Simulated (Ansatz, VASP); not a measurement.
# Two plane-wave programs on Ni

Contents of INCAR:

```
  PREC = Accurate
  ENCUT = 520
  EDIFF = 1E-6
  ISMEAR = -1
  SIGMA = 0.1
  LREAL = F
  LASPH = T
  NELM = 60
  ALGO = Normal
  ISIF = 2
  LWAVE = F
  LCHARG = F
  GGA = CA
  NBANDS = 11
```

File KPOINTS:

```
Automatic mesh
0
Gamma
  16 16 16
```

POSCAR

```
Ni
1.0
    0.0000000000      1.7104399105      1.7104399105
    1.7104399105      0.0000000000      1.7104399105
    1.7104399105      1.7104399105      0.0000000000
Ni
1
Direct
    0.0000000000      0.0000000000      0.0000000000
```

Input for Ansatz:

```yaml
crystal:
  lattice:
    - [0.0, 1.7104399105, 1.7104399105]
    - [1.7104399105, 0.0, 1.7104399105]
    - [1.7104399105, 1.7104399105, 0.0]
  atoms:
    - { symbol: Ni, position: [0.0, 0.0, 0.0] }
hamiltonian:
  xc: lda
  pseudopotentials:
    kind: paw
    azcp:
      Ni: "pseudopotentials/Ni.paw.azcp"
basis:
  ecutwfc: 600
  fft_grid_basis: typed
kpoints:
  mp_grid: { grid: [16, 16, 16], shift: [0, 0, 0] }
magnetization:
  spin_polarized: false
scf:
  occupations: { method: fermi_dirac, width: 0.1 }
  lower_state_search: "off"
output:
  stress: true
  write_density: true
  write_potential: true
  elf: true
  volumetric_format: npy
```

Alike in both runs: task single point; functional LDA; k mesh 16 × 16 × 16; occupations fermi-dirac, width 0.1 eV; no spin polarisation.

```csv
,VASP,Ansatz
version,VASP 6.6.1,Ansatz 0.2.0
potentials or method,"VASP PAW LDA potentials, release 64 (Ni), cutoff 520 eV","plane waves (600 eV) with PAW, scalar-relativistic"
valence electrons in the cell,10,18
```

|  | VASP | Ansatz | Ansatz less VASP |
| --- | --- | --- | --- |
| pressure (GPa) | 0.1 | 0.1 | +0.03 |

Ansatz warns that its potentials were made for another functional, while VASP's fit it. LDA's correlation is that of Perdew and Zunger in VASP and of Perdew and Wang (1992) in Ansatz. VASP's potentials hold 10 valence electrons a cell and Ansatz's 18, so a difference there can come from the potentials and not from the codes.
